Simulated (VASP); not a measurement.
# H2RuCl (P4/nmm) in VASP: single point with PBE

Aim: the single point of H2RuCl with PBE.

Program: VASP 6.6.1. These are calculated values, not measurements. Logs are shortened: lines on timing, memory, paths and dates and some standing lists are left out, and cuts for length are marked.

### Step 1. The cell of the first run

The structure is tetragonal, space group P4/nmm (No. 129). Conventional cell: a = 3.539 Å, b = 3.539 Å, c = 11.509 Å, α = 90.00°, β = 90.00°, γ = 90.00°. Within 2.6 Å of H (site symmetry 4mm) lie 4 Ru at 1.97 Å. Within 1.7 Å of H (site symmetry 4mm) lie 1 Cl at 1.30 Å. Ru (site symmetry -4m2) has 4 H at 1.97 Å and 4 Ru at 2.50 Å within 2.6 Å. Cl (site symmetry 4mm) has 1 H at 1.30 Å within 1.7 Å.

### Step 2. Single point, PBE

Contents of INCAR:

```
SYSTEM = H2RuCl
PREC     = Accurate       ! precision mode
ENCUT    = 500            ! plane-wave cutoff, eV
EDIFF    = 1E-6           ! SCF threshold, eV
ISMEAR   = 1              ! smearing method
SIGMA    = 0.1            ! smearing width, eV
LREAL    = .False.        ! projectors in reciprocal space
LASPH    = .True.         ! aspherical terms in the spheres
NELM     = 120            ! most SCF steps
ALGO     = Normal         ! electronic algorithm
ISIF     = 2              ! what is computed and relaxed
LWAVE    = .False.        ! write WAVECAR
LCHARG   = .False.        ! write CHGCAR
GGA      = PE             ! functional
NBANDS   = 33             ! bands
GGA_COMPAT= .False.
```

Contents of KPOINTS:

```
Automatic mesh
0
Gamma
  10 10 6
  0 0 0
```

Contents of POSCAR:

```
H2RuCl
1.0
    3.5385144484      0.0000000000      0.0000000000
    0.0000000000      3.5385144484      0.0000000000
    0.0000000000      0.0000000000     11.5091251355
H Ru Cl
4 2 2
Direct
    0.0000000000      0.5000000000      0.0762582321
    0.5000000000      0.0000000000      0.9237417679
    0.0000000000      0.5000000000      0.5108523530
    0.5000000000      0.0000000000      0.4891476470
    0.0000000000      0.0000000000      0.0000000000
    0.5000000000      0.5000000000      0.0000000000
    0.0000000000      0.5000000000      0.6235079140
    0.5000000000      0.0000000000      0.3764920860
```

Potentials or basis: VASP PAW PBE potentials, release 64 (H, Ru_pv, Cl).

The run is started by

```sh
$ cat potpaw_PBE.64/H/POTCAR potpaw_PBE.64/Ru_pv/POTCAR potpaw_PBE.64/Cl/POTCAR > POTCAR
$ mpirun -np 1 vasp_std > vasp.out
```

OUTCAR:

```text
SYSTEM = H2RuCl
   PREC = Accurate
   ENCUT = 500
   EDIFF = 1E-6
   ISMEAR = 1
   LREAL = .False.
   LASPH = .True.
   NELM = 120
   ISIF = 2
   GGA = PE

 ion  position               nearest neighbor table
   1  0.000  0.500  0.076-   5 1.97   6 1.97   5 1.97   6 1.97
   2  0.500  0.000  0.924-   5 1.97   6 1.97   6 1.97   5 1.97
   3  0.000  0.500  0.511-   7 1.30
   4  0.500  0.000  0.489-   8 1.30
   5  0.000  0.000  0.000-   1 1.97   2 1.97   1 1.97   2 1.97   6 2.50   6 2.50   6 2.50   6 2.50

   6  0.500  0.500  0.000-   1 1.97   2 1.97   2 1.97   1 1.97   5 2.50   5 2.50   5 2.50   5 2.50

   7  0.000  0.500  0.624-   3 1.30
   8  0.500  0.000  0.376-   4 1.30

  LATTYP: Found a simple tetragonal cell.
 ALAT       =     3.5385144484
 C/A-ratio  =     3.2525302082

  Lattice vectors:

 A1 = (   3.5385144484,   0.0000000000,   0.0000000000)
 A2 = (   0.0000000000,   3.5385144484,   0.0000000000)
 A3 = (   0.0000000000,   0.0000000000,  11.5091251355)

Analysis of symmetry for initial positions (statically):
=====================================================================
 Subroutine PRICEL returns:
 Original cell was already a primitive cell.

 Routine SETGRP: Setting up the symmetry group for a
 simple tetragonal supercell.

 Subroutine GETGRP returns: Found 16 space group operations
 (whereof  8 operations were pure point group operations)
 out of a pool of 16 trial point group operations.

The static configuration has the point symmetry D_2d.
 The point group associated with its full space group is D_4h.

Analysis of symmetry for dynamics (positions and initial velocities):
=====================================================================
 Subroutine PRICEL returns:
 Original cell was already a primitive cell.

 Routine SETGRP: Setting up the symmetry group for a
 simple tetragonal supercell.

 Subroutine GETGRP returns: Found 16 space group operations
 (whereof  8 operations were pure point group operations)
 out of a pool of 16 trial point group operations.

The dynamic configuration has the point symmetry D_2d.
 The point group associated with its full space group is D_4h.

 Subroutine INISYM returns: Found 16 space group operations
 (whereof  8 operations are pure point group operations),
 and found     1 'primitive' translations

----------------------------------------------------------------------------------------

                                     Primitive cell

  volume of cell :     144.1067

  direct lattice vectors                    reciprocal lattice vectors
     3.538514448  0.000000000  0.000000000     0.282604470  0.000000000  0.000000000
     0.000000000  3.538514448  0.000000000     0.000000000  0.282604470  0.000000000
     0.000000000  0.000000000 11.509125135     0.000000000  0.000000000  0.086887577

  length of vectors
     3.538514448  3.538514448 11.509125135     0.282604470  0.282604470  0.086887577

  position of ions in fractional coordinates (direct lattice)
     0.000000000  0.500000000  0.076258232
     0.500000000  0.000000000  0.923741768
     0.000000000  0.500000000  0.510852353
     0.500000000  0.000000000  0.489147647
     0.000000000  0.000000000  0.000000000
     0.500000000  0.500000000  0.000000000
     0.000000000  0.500000000  0.623507914
     0.500000000  0.000000000  0.376492086

  ion indices of the primitive-cell ions
   primitive index   ion index
                 1           1
                 2           2
                 3           3
                 4           4
                 5           5
                 6           6
                 7           7
                 8           8

----------------------------------------------------------------------------------------

 KPOINTS: Automatic mesh

Automatic generation of k-mesh.
 Grid dimensions read from file:
 generate k-points for:   10   10    6

 Generating k-lattice:

  Cartesian coordinates                     Fractional coordinates (reciprocal lattice)
     0.028260447  0.000000000  0.000000000     0.100000000  0.000000000  0.000000000
     0.000000000  0.028260447  0.000000000     0.000000000  0.100000000  0.000000000
     0.000000000  0.000000000  0.014481263     0.000000000  0.000000000  0.166666667

  Length of vectors
     0.028260447  0.028260447  0.014481263

  Shift w.r.t. Gamma in fractional coordinates (k-lattice)
     0.000000000  0.000000000  0.000000000

 Subroutine IBZKPT returns following result:
 ===========================================

 Found     84 irreducible k-points:

 Following reciprocal coordinates:
            Coordinates               Weight
  0.000000  0.000000  0.000000      1.000000
  0.100000  0.000000  0.000000      4.000000
  0.200000  0.000000  0.000000      4.000000
  0.300000  0.000000  0.000000      4.000000
  0.400000  0.000000  0.000000      4.000000
  0.500000  0.000000  0.000000      2.000000
[... 16 lines left out ...]
  0.100000  0.000000  0.166667      8.000000
  0.200000  0.000000  0.166667      8.000000
 [... further k-points ...]
   k-points           NKPTS =     84   k-points in BZ     NKDIM =     84   number of bands    NBANDS=     33
   number of dos      NEDOS =    301   number of ions     NIONS =      8
   total plane-waves  NPLWV =  65856
   dimension x,y,z NGX =    28 NGY =   28 NGZ =   84
   dimension x,y,z NGXF=    56 NGYF=   56 NGZF=  168
   ions per type =               4   2   2
   NGX,Y,Z   is equivalent  to a cutoff of  13.15, 13.15, 12.13 a.u.
   NGXF,Y,Z  is equivalent  to a cutoff of  26.31, 26.31, 24.27 a.u.
 SYSTEM =  H2RuCl
   PREC   = accura    normal or accurate (medium, high low for compatibility)
   ISTART =      0    job   : 0-new  1-cont  2-samecut
   ICHARG =      2    charge: 1-file 2-atom 10-const
   ISPIN  =      1    spin polarized calculation?
   LNONCOLLINEAR =      F non collinear calculations
   LSORBIT =      F    spin-orbit coupling
   LASPH  =      T    aspherical Exc in radial PAW
   ENCUT  =  500.0 eV  36.75 Ry    6.06 a.u.   6.45  6.45 20.98*2*pi/ulx,y,z
   NELM   =    120;   NELMIN=  2; NELMDL= -5     # of ELM steps
   EDIFF  = 0.1E-05   stopping-criterion for ELM
   LREAL  =      F    real-space projection
   EDIFFG = 0.1E-04   stopping-criterion for IOM
   NSW    =      0    number of steps for IOM
   IBRION =     -1    ionic relax: 0-MD 1-quasi-New 2-CG
   NFREE  =      0    steps in history (QN), initial steepest desc. (CG)
   ISIF   =      2    stress and relaxation
   ISYM   =      2    0-nonsym 1-usesym 2-fastsym
   POTIM  = 0.5000    time-step for ionic-motion
   TEBEG  =    0.0;   TEEND  =   0.0 temperature during run
   PSTRESS=    0.0 pullay stress
   NELECT =      46.0000    total number of electrons
   NUPDOWN=      -1.0000    fix difference up-down
   EMIN   =  10.00;   EMAX   =-10.00  energy-range for DOS
   EFERMI =   0.00;   METHOD = LEGACY
   ISMEAR =     1;   SIGMA  =   0.10  broadening in eV -4-tet -1-fermi 0-gaus
   EFERMI_NEDOS =   21; number of points for ismear=-14 and -15
   IALGO  =     38    algorithm
   IMIX   =      4    mixing-type and parameters
     AMIX     =   0.40;   BMIX     =  1.00
     AMIX_MAG =   1.60;   BMIX_MAG =  1.00
  volume/ion in A,a.u.               =      18.01       121.56
  Fermi-wavevector in a.u.,A,eV,Ry     =   1.118835  2.114291 17.031659  1.251792
  Thomas-Fermi vector in A             =   2.255469
   LORBIT       =      0    0 simple, 1 ext, 2 COOP (PROOUT), +10 PAW based schemes
   GGA     = PE    functional components
   LHFCALC =     F    Hartree Fock is set to
   AEXX    =    0.0000 exact exchange contribution
   IVDW    =     0    specifies the selected vdW correction
   LEPSILON=     F    determine dielectric tensor
   LRPA    =     F    only Hartree local field effects (RPA)
 non-spin polarized calculation
 Methfessel and Paxton  Order N= 1 SIGMA  =   0.10
  energy-cutoff  :      500.00
  volume of cell :      144.11
 maximum number of plane-waves:      3690
 NGX is ok and might be reduce to    28
   NGX = 13   NGY = 13   NGZ = 41

 number of electron      46.0000010 magnetization

 Free energy of the ion-electron system (eV)
  ---------------------------------------------------
  ext. energy  EPLUGINS =         0.00000000
  ---------------------------------------------------
  free energy    TOTEN  =       -33.18284722 eV

  energy without entropy =      -33.18330263  energy(sigma->0) =      -33.18299903

 E-fermi :   1.1791     XC(G=0):  -7.9309

 val. band max:        1.1712205097   @ k =   0.3000   0.3000   0.5000
 cond. band min:       1.1854145771   @ k =   0.3000   0.1000   0.0000
 fundamental gap:      0.0141940674
 Fermi energy:         1.1791395860

 k-point     1 :       0.0000    0.0000    0.0000
  band No.  band energies     occupation
      1     -42.0372      2.00000
      2     -42.0372      2.00000
      3     -41.3159      2.00000
      4     -41.1050      2.00000
      5     -41.1050      2.00000
      6     -41.0733      2.00000
[... 25 lines left out ...]
     32       8.9054      0.00000
     33       8.9054      0.00000

 k-point     2 :       0.1000    0.0000    0.0000
  band No.  band energies     occupation
      1     -42.0184      2.00000
      2     -42.0156      2.00000
      3     -41.3098      2.00000
      4     -41.1322      2.00000
      5     -41.1290      2.00000
      6     -41.0790      2.00000
[... 25 lines left out ...]
     32       8.8892      0.00000
     33       9.1902      0.00000
[... 754 lines left out ...]
     32       8.9763      0.00000
     33       9.2166      0.00000

 k-point    24 :       0.2000    0.0000    0.1667
  band No.  band energies     occupation
      1     -41.9627      2.00000
      2     -41.9523      2.00000
      3     -41.2919      2.00000
      4     -41.2097      2.00000
      5     -41.1984      2.00000
      6     -41.0956      2.00000
[... 25 lines left out ...]
     32       8.9932      0.00000
     33       9.3572      0.00000

 [... further k-points ...]

------------------------ aborting loop because EDIFF is reached ----------------------------------------

  FORCE on cell =-STRESS in cart. coord.  units (eV):
  Direction    XX          YY          ZZ          XY          YZ          ZX
  --------------------------------------------------------------------------------------
  -------------------------------------------------------------------------------------
  Total       -0.1216004     -0.1216004     -0.4059119      0.0000000      0.0000000      0.0000000
  in kB       -1.3519517     -1.3519517     -4.5129253      0.0000000      0.0000000      0.0000000
  external PRESSURE =      -2.4056096 kB  Pullay stress =       0.0000000 kB

 VOLUME and BASIS-vectors are now :
 -----------------------------------------------------------------------------
  energy-cutoff  :      500.00
  volume of cell :      144.11
      direct lattice vectors                 reciprocal lattice vectors
     3.538514448  0.000000000  0.000000000     0.282604470  0.000000000  0.000000000
     0.000000000  3.538514448  0.000000000     0.000000000  0.282604470  0.000000000
     0.000000000  0.000000000 11.509125135     0.000000000  0.000000000  0.086887577

 POSITION                                       TOTAL-FORCE (eV/Angst)
 -----------------------------------------------------------------------------------
      0.00000      1.76926      0.87767        -0.000000      0.000000     -0.005080
      1.76926      0.00000     10.63146        -0.000000      0.000000      0.005080
      0.00000      1.76926      5.87946        -0.000000      0.000000      0.117221
      1.76926      0.00000      5.62966        -0.000000      0.000000     -0.117221
      0.00000      0.00000      0.00000        -0.000000     -0.000000      0.000000
      1.76926      1.76926      0.00000         0.000000      0.000000      0.000000
      0.00000      1.76926      7.17603        -0.000000     -0.000000     -0.112122
      1.76926      0.00000      4.33309        -0.000000      0.000000      0.112122
 -----------------------------------------------------------------------------------
    total drift:                                0.000000      0.000000     -0.000000

  FREE ENERGIE OF THE ION-ELECTRON SYSTEM (eV)
  ---------------------------------------------------
  free  energy   TOTEN  =       -33.1828472240 eV

  energy  without entropy=      -33.1833026318  energy(sigma->0) =      -33.18299903
```

Run time: 8.4 min. Hardware: 1 thread of Intel Xeon 8259CL, shared host; peak memory 0.46 GiB.

Results:

```
Free energy            : -33.1828 eV
Pressure               : -0.2 GPa
Largest force          : 0.117 eV/Å
Band gap on the k mesh : zero (bands 23 and 24 overlap by 1.63 eV)
```

Forces in eV/Å, atoms in the order of the input:
```
H    0.000  0.000 -0.005
H    0.000  0.000  0.005
H    0.000  0.000  0.117
H    0.000  0.000 -0.117
Ru   0.000  0.000  0.000
Ru   0.000  0.000  0.000
Cl   0.000  0.000 -0.112
Cl   0.000  0.000  0.112
```

Stress tensor (GPa, compression positive):
```
-0.14  0.00  0.00
 0.00 -0.14  0.00
 0.00  0.00 -0.45
```
